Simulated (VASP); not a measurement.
A run of VASP 6.6.1 is set up as follows.

INCAR

```
SYSTEM = TiO2
PREC     = Accurate       ! precision mode
ENCUT    = 520            ! plane-wave cutoff, eV
EDIFF    = 1E-6           ! SCF threshold, eV
ISMEAR   = -1             ! smearing method
SIGMA    = 0.02           ! smearing width, eV
LREAL    = .False.        ! projectors in reciprocal space
LASPH    = .True.         ! aspherical terms in the spheres
NELM     = 60             ! most SCF steps
ALGO     = Normal         ! electronic algorithm
ISIF     = 2              ! what is computed and relaxed
LWAVE    = .False.        ! write WAVECAR
LCHARG   = .True.         ! write CHGCAR
GGA      = PE             ! functional
LELF     = .True.         ! ELF
LVHAR    = .True.       
NBANDS   = 33             ! bands
```

The input KPOINTS:

```
regular mesh
0
Gamma
  11 11 11
  0 0 0
```

The input POSCAR:

```
TiO2
1.0
   -1.8921000000      1.8921000000      4.9000190000
    1.8921000000     -1.8921000000      4.9000190000
    1.8921000000      1.8921000000     -4.9000190000
Ti O
2 4
Direct
    0.0000000000      0.0000000000      0.0000000000
    0.7500000000      0.2500000000      0.5000000000
    0.2051210461      0.2051210461      0.0000000000
    0.9551210461      0.4551210461      0.5000000000
    0.5448789539      0.0448789539      0.5000000000
    0.7948789539      0.7948789539      0.0000000000
```

Potentials or basis: VASP PAW PBE potentials, release 64 (Ti_sv, O).

Launch:

```sh
$ cat potpaw_PBE.64/Ti_sv/POTCAR potpaw_PBE.64/O/POTCAR > POTCAR
$ mpirun -np 1 vasp_std > vasp.out
```

**Question.** Estimate the band gap on the k mesh.

**Answer.** 2.16 eV (least direct gap 2.43 eV).

**Question.** Predict the pressure.

**Answer.** 0.7 GPa.

Forces in eV/Å, atoms in the order of the input:
```
Ti   0.000  0.000  0.000
Ti   0.000  0.000  0.000
O    0.000  0.000  0.035
O    0.000  0.000  0.035
O    0.000  0.000 -0.035
O    0.000  0.000 -0.035
```

Caveat: the cell differs from its parent crystal (z stretched by +3 %, then relaxed in part). A k mesh can miss the band edges.
